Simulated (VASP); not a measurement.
A run of VASP 6.6.1:

File INCAR:

```
ALGO = Normal
EDIFF = 1E-7
EDIFFG = -0.02
ENCUT = 500
GGA = PS
GGA_COMPAT = False
IBRION = 2
ISIF = 8
ISMEAR = 1
LASPH = True
LCHARG = False
LREAL = False
LWAVE = False
NELM = 120
NELMIN = 4
NSW = 80
PREC = Accurate
SIGMA = 0.1
```

The input KPOINTS:

```
k-points
0
Gamma
  7 7 7
```

POSCAR

```
Sr
1.0
   -2.4350000000      2.4350000000      2.4350000000
    2.4350000000     -2.4350000000      2.4350000000
    2.4350000000      2.4350000000     -2.4350000000
Sr
1
Direct
    0.0000000000      0.0000000000      0.0000000000
```

Potentials or basis: VASP PAW PBE potentials, release 64 (Sr_sv).

Launch:

```console
$ cat potpaw_PBE.64/Sr_sv/POTCAR > POTCAR
$ mpirun -np 1 vasp_std > vasp.out
```

Hardware: 1 thread of Intel(R) Xeon(R) Platinum 8488C (Sapphire Rapids) (shared host).

Problem. How long does it take, and how much memory?

Solution. Wall time 29 s on 1 thread of Intel(R) Xeon(R) Platinum 8488C (Sapphire Rapids), with other jobs on the host, peak memory 0.19 GiB. Counts: scf iterations 43, k points 20, ion steps 4.
